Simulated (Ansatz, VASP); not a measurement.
Two plane-wave programs on Be24NO

Contents of INCAR:

```
SYSTEM = Be24NO
  ALGO = Normal
  DIPOL = 0.5 0.5 0.292
  EDIFF = 1E-6
  ENCUT = 520
  GGA = PE
  GGA_COMPAT = .FALSE.
  IDIPOL = 3
  ISIF = 2
  ISMEAR = 0
  ISPIN = 2
  KPAR = 4
  LASPH = .TRUE.
  LCHARG = .FALSE.
  LDIPOL = .TRUE.
  LORBIT = 11
  LREAL = .FALSE.
  LWAVE = .FALSE.
  MAGMOM = 0 0 0 0 0 0 0 0 0 0 0 0 0 0 0 0 0 0 0 0 0 0 0 0 1 0
  NBANDS = 52
  NELM = 200
  NELMDL = -8
  PREC = Accurate
  SIGMA = 0.1
```

The input KPOINTS:

```
k-points
0
G
  6 4 1
  0 0 0
```

The input POSCAR:

```
Be24NO
1.0
    4.5254381411      0.0000000000      0.0000000000
    0.0000000000      7.1336190820      0.0000000000
    0.0000000000      0.0000000000     22.3685529248
Be N O
24 1 1
Direct
    0.0000000000      0.3750000000      0.1788224752
    0.0000000000      0.8750000000      0.1788224752
    0.5000000000      0.3750000000      0.1788224752
    0.5000000000      0.8750000000      0.1788224752
    0.2500000000      0.1250000000      0.2080237711
    0.2500000000      0.6250000000      0.2080237711
    0.7500000000      0.1250000000      0.2080237711
    0.7500000000      0.6250000000      0.2080237711
    0.2500000000      0.3750000000      0.2664263628
    0.2500000000      0.8750000000      0.2664263628
    0.7500000000      0.3750000000      0.2664263628
    0.7500000000      0.8750000000      0.2664263628
    0.0000000000      0.1250000000      0.2903069137
    0.0000000000      0.6250000000      0.2903069137
    0.5000000000      0.1250000000      0.2903069137
    0.5000000000      0.6250000000      0.2903069137
    0.0000000000      0.3750000000      0.3546814205
    0.0000000000      0.8750000000      0.3546814205
    0.5000000000      0.3750000000      0.3546814205
    0.5000000000      0.8750000000      0.3546814205
    0.2500000000      0.1250000000      0.3741213369
    0.2500000000      0.6250000000      0.3741213369
    0.7500000000      0.1250000000      0.3741213369
    0.7500000000      0.6250000000      0.3741213369
    0.7500000000      0.4583333333      0.4331327537
    0.8487676923      0.5571010257      0.4704344962
```

Input for Ansatz:

```yaml
crystal:
  lattice:
    - [4.5254381411, 0.0, 0.0]
    - [0.0, 7.133619082, 0.0]
    - [0.0, 0.0, 22.3685529248]
  atoms:
    - { symbol: Be, position: [0.0, 0.375, 0.1788224752] }
    - { symbol: Be, position: [0.0, 0.875, 0.1788224752] }
    - { symbol: Be, position: [0.5, 0.375, 0.1788224752] }
    - { symbol: Be, position: [0.5, 0.875, 0.1788224752] }
    - { symbol: Be, position: [0.25, 0.125, 0.2080237711] }
    - { symbol: Be, position: [0.25, 0.625, 0.2080237711] }
    - { symbol: Be, position: [0.75, 0.125, 0.2080237711] }
    - { symbol: Be, position: [0.75, 0.625, 0.2080237711] }
    - { symbol: Be, position: [0.25, 0.375, 0.2664263628] }
    - { symbol: Be, position: [0.25, 0.875, 0.2664263628] }
    - { symbol: Be, position: [0.75, 0.375, 0.2664263628] }
    - { symbol: Be, position: [0.75, 0.875, 0.2664263628] }
    - { symbol: Be, position: [0.0, 0.125, 0.2903069137] }
    - { symbol: Be, position: [0.0, 0.625, 0.2903069137] }
    - { symbol: Be, position: [0.5, 0.125, 0.2903069137] }
    - { symbol: Be, position: [0.5, 0.625, 0.2903069137] }
    - { symbol: Be, position: [0.0, 0.375, 0.3546814205] }
    - { symbol: Be, position: [0.0, 0.875, 0.3546814205] }
    - { symbol: Be, position: [0.5, 0.375, 0.3546814205] }
    - { symbol: Be, position: [0.5, 0.875, 0.3546814205] }
    - { symbol: Be, position: [0.25, 0.125, 0.3741213369] }
    - { symbol: Be, position: [0.25, 0.625, 0.3741213369] }
    - { symbol: Be, position: [0.75, 0.125, 0.3741213369] }
    - { symbol: Be, position: [0.75, 0.625, 0.3741213369] }
    - { symbol: "N", position: [0.75, 0.4583333333, 0.4331327537], spin: 1.0 }
    - { symbol: O, position: [0.8487676923, 0.5571010257, 0.4704344962] }
basis:
  ecutwfc: 420
kpoints:
  mp_grid: { grid: [6, 4, 1] }
hamiltonian:
  xc: pbe
scf:
  occupations: { method: gaussian, width: 0.1 }
output:
  forces: true
  eigenvalues: true
  populations: true
magnetization:
  spin_polarized: true
efield:
  axis: 3
  dipole_correction: true
  ramp_width: 0.04
```

Alike in both runs: task single point; functional PBE; k mesh 6 × 4 × 1; occupations gaussian, width 0.1 eV; collinear spin.

|  | VASP | Ansatz |
| --- | --- | --- |
| version | VASP 6.6.1 | Ansatz 0.2.0 |
| potentials or method | VASP PAW PBE potentials, release 64 (Be, N, O), cutoff 520 eV | scalar-relativistic, plane waves, PAW |
| valence electrons in the cell | 59 | 59 |

Ansatz gave:

| Item | Value |
| --- | --- |
| gap on the k mesh at the Fermi level (eV) | none |
| rms of the force components (eV/Å) | 0.575 |
| net moment per atom (μB) | 0.00 |

Question: Which values does VASP return?

Answer: gap on the k mesh at the Fermi level (eV): none; rms of the force components (eV/Å): 0.738; net moment per atom (μB): 0.00.

Atom by atom the forces differ by 0.177 eV/Å (rms over components). A gap of «none» marks a metal or a gap that the smearing closes. The functional is the same, so the differences come from potentials, cutoffs and numerics. Ansatz's warnings: seeded moment not kept.

Noted on VASP's run: the standard files for N, O and F lose accuracy on very short bonds.
